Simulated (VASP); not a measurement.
Input of a VASP 6.6.1 run:

File INCAR:

```
SYSTEM = Al
  PREC = Accurate
  ENCUT = 520
  EDIFF = 1E-6
  ISMEAR = -1
  SIGMA = 0.1
  LREAL = .False.
  LASPH = .True.
  NELM = 80
  ALGO = Normal
  ISIF = 2
  LWAVE = .False.
  LCHARG = .False.
  NBANDS = 8
```

KPOINTS

```
Automatic mesh
0
Gamma
  13 13 13
  0 0 0
```

File POSCAR:

```
Al
1.0
   -1.5912190000      1.5912190000      1.5912190000
    1.5912190000     -1.5912190000      1.5912190000
    1.5912190000      1.5912190000     -1.5912190000
Al
1
Direct
    0.0000000000      0.0000000000      0.0000000000
```

Potentials or basis: VASP PAW LDA potentials, release 64 (Al).

The run is started by

```console
$ cat potpaw_LDA.64/Al/POTCAR > POTCAR
$ mpirun -np 1 vasp_std > vasp.out
```

Problem. What does it give for the pressure?

Solution. 0.2 GPa.
